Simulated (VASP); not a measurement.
Input of a VASP 6.6.1 run:

Contents of INCAR:

```
SYSTEM = SiSn2
ALGO = Normal
EDIFF = 1E-6
EDIFFG = -0.04
ENCUT = 600
GGA = PE
IBRION = 2
ISIF = 3
ISMEAR = 0
LASPH = .True.
LCHARG = .False.
LREAL = .False.
LWAVE = .False.
NELM = 60
NSW = 90
PREC = Accurate
SIGMA = 0.1
```

Contents of KPOINTS:

```
k-points
0
Gamma
  6 6 2
  0 0 0
```

Contents of POSCAR:

```
SiSn2
1.0
    4.0667785000      0.0000000000      0.0000000000
   -2.0333892500      3.5219334900      0.0000000000
    0.0000000000      0.0000000000      9.9615322100
Si Sn
2 4
Direct
    0.0000000000      0.0000000000      0.3750000000
    0.0000000000      0.0000000000      0.6250000000
    0.3333333300      0.6666666700      0.0416666700
    0.6666666700      0.3333333300      0.7083333300
    0.3333333300      0.6666666700      0.2916666700
    0.6666666700      0.3333333300      0.9583333300
```

Potentials or basis: VASP PAW PBE potentials, release 64 (Si, Sn_d).

Run with:

```console
$ cat potpaw_PBE.64/Si/POTCAR potpaw_PBE.64/Sn_d/POTCAR > POTCAR
$ mpirun -np 1 vasp_std > vasp.out
```

(1) Estimate the space group after relaxing (to 0.1 Å).

(2) Estimate the relaxed cell.

(3) Predict the band gap on the k mesh.

(4) Estimate the relaxed volume.

## Answers

(1) P-3m1 (No. 164).

(2) a = 4.431 Å, b = 4.431 Å, c = 10.848 Å, α = 90.00°, β = 90.00°, γ = 120.00°.

(3) zero (filled and empty bands touch).

(4) 30.74 Å³/atom.

Caveat: the volume moved by over 15 % at a fixed basis, so the end points are rough; semilocal functionals underestimate gaps, so a narrow gap can read as zero; spin-orbit coupling is left out, which moves the levels of the heavy elements.
